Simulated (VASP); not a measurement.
Here is a VASP 6.6.1 calculation.

Contents of INCAR:

```
ALGO     = Normal         # electronic algorithm
EDIFF    = 1E-6           # SCF threshold, eV
ENCUT    = 520            # plane-wave cutoff, eV
GGA      = PE             # functional
ISIF     = 2              # what is computed and relaxed
ISMEAR   = -1             # smearing method
LASPH    = True           # aspherical terms in the spheres
LCHARG   = False          # write CHGCAR
LREAL    = False          # projectors in reciprocal space
LWAVE    = False          # write WAVECAR
NBANDS   = 12             # bands
NELM     = 100            # most SCF steps
PREC     = Accurate       # precision mode
SIGMA    = 0.1            # smearing width, eV
```

File KPOINTS:

```
k-points
0
Gamma
  13 13 4
```

File POSCAR:

```
Mg
1.0
    3.0634622086      0.0000000000      0.0000000000
   -1.5317311043      2.6530360962      0.0000000000
    0.0000000000      0.0000000000      9.9644344475
Mg
4
Direct
    0.0000000000      0.0000000000      1.0000000000
    1.0000000000      0.0000000000      0.5000000000
    0.3333333333      0.6666666667      0.2500000000
    0.6666666667      0.3333333333      0.7500000000
```

Potentials or basis: VASP PAW PBE potentials, release 64 (Mg).

Run with:

```console
$ cat potpaw_PBE.64/Mg/POTCAR > POTCAR
$ mpirun -np 1 vasp_std > vasp.out
```

Task: Predict the pressure.

Result: 5.9 GPa.

Task: Predict the band gap on the k mesh.

Result: Zero (bands 4 and 5 overlap by 2.43 eV).

Stress tensor (GPa, compression positive):
```
5.93 0.00 0.00
0.00 5.93 0.00
0.00 0.00 5.75
```

Caveat: the cell stands under pressure.
